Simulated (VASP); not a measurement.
Runs of VASP 6.6.1 on TiO2 (Rutile). The structure is that of space group P4_2/mnm (No. 136), or close to it. The cells are those of the table. 

```tsv
task	cell	cutoff (eV)	smearing	gap on the mesh (eV)	pressure (GPa)	largest force (eV/Å)
relaxation of shape and atoms at fixed volume	relaxed from a = 4.422, b = 4.422, c = 2.875 Å, 6 atoms	600	gaussian 0.02 eV	(b)	36.2	0.01
relaxation of shape and atoms at fixed volume	relaxed from a = 4.481, b = 4.481, c = 2.897 Å, 6 atoms	600	gaussian 0.02 eV	1.93	24.8	-
single point	a = 4.643, b = 4.643, c = 2.964 Å, 6 atoms	520	gaussian 0.02 eV	1.84	0.7	0.03
single point	a = 4.643, b = 4.643, c = 2.964 Å, 6 atoms	600	gaussian 0.01 eV	1.84	(a)	0.03
relaxation of shape and atoms at fixed volume	relaxed from a = 4.538, b = 4.538, c = 2.917 Å, 6 atoms	600	gaussian 0.02 eV	1.88	15.2	-
```

Alike in all rows: level PBE; potentials or basis VASP PAW PBE potentials, release 64 (Ti_sv, O); no spin polarisation; k mesh 6 × 6 × 10.

Estimate the missing entries.

(a) 0.4; (b) 1.99.

A k mesh can miss the band edges.
